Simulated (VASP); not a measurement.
The system is Cl.

```
Cl
1.0
     2.91000    0.00000    0.00000
     0.00000    2.91000    0.00000
     0.00000    0.00000    2.91000
Cl
1
Direct
  0.00000 0.00000 0.00000
```

```yaml
Program: VASP 6.6.1
Task: relaxation of cell and atoms
Functional: LDA
Potentials_or_basis: VASP PAW LDA potentials, release 64 (Cl)
Cutoff: 600 eV
k_mesh: 14 × 14 × 14
Occupations: fermi-dirac, width 0.05 eV
Spin: no spin polarisation
```

At the start: pressure -6.1 GPa; volume 24.64 Å³/atom.

Q: How do energy, volume and symmetry change on relaxing?

A: Over 4 steps the energy falls by 89.1 meV/atom and the volume is 20.67 Å³/atom (-16.1 %); space group Pm-3m (No. 221, to 0.05 Å).

Step by step:
| step | energy change (eV) | largest force (eV/Å) | pressure (GPa) | volume (Å³) |
| --- | --- | --- | --- | --- |
| 1 | 0.0000 | 0.0000 | -6.05 | 24.64 |
| 2 | -0.0846 | 0.0000 | -1.81 | 21.47 |
| 3 | -0.0891 | 0.0000 | -0.11 | 20.74 |
| 4 | -0.0891 | 0.0000 | 0.04 | 20.67 |

Final structure:
```yaml
crystal:
  lattice:
    - [2.74432, 0.00000, 0.00000]
    - [0.00000, 2.74432, 0.00000]
    - [0.00000, 0.00000, 2.74432]
  atoms:
    - { symbol: Cl, position: [0.00000, 0.00000, 0.00000] }
```

Caveat: the volume moved by over 15 % at a fixed basis, so the end points are rough; an odd number of electrons without spin polarisation forces a metal; a magnetic or distorted state may lie lower.
